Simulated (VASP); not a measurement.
Crystal: Ag.

```xyz
1
Lattice="-1.6557 1.6557 1.6557 1.6557 -1.6557 1.6557 1.6557 1.6557 -1.6557" Properties=species:S:1:pos:R:3 pbc="T T T"
Ag    0.0000    0.0000    0.0000
```

This isn't the form of Ag at room conditions, which is fcc.

```yaml
Program: VASP 6.6.1
Task: relaxation of cell and atoms
Functional: PBEsol
Potentials_or_basis: VASP PAW PBE potentials, release 64 (Ag)
Cutoff: 500 eV
k_mesh: 9 × 9 × 9
Occupations: methfessel-paxton, width 0.05 eV
Spin: no spin polarisation
```

At the start: pressure -7.3 GPa; volume 18.15 Å³/atom.

**Question.** Where does the relaxation end?

**Answer.** Over 3 steps the energy falls by 34.5 meV/atom and the volume is 16.78 Å³/atom (-7.6 %); space group Im-3m (No. 229, to 0.1 Å) before and after.

The path:
```
step  energy change (eV)  largest force (eV/Å)  pressure (GPa)  volume (Å³)
   1              0.0000                0.0000           -7.32        18.15
   2             -0.0225                0.0000            5.70        16.06
   3             -0.0345                0.0000           -0.03        16.78
```

Final structure:
```cif
data_structure
_symmetry_space_group_name_H-M 'P 1'
_symmetry_Int_Tables_number 1
_cell_length_a 2.7932
_cell_length_b 2.7932
_cell_length_c 2.7932
_cell_angle_alpha 109.471
_cell_angle_beta 109.471
_cell_angle_gamma 109.471
_cell_volume 16.78
loop_
_atom_site_label
_atom_site_type_symbol
_atom_site_fract_x
_atom_site_fract_y
_atom_site_fract_z
_atom_site_occupancy
Ag1 Ag 0.00000 0.00000 0.00000 1
```

Caveat: the PAW data sets were made with another functional, which shifts forces and pressure a little.
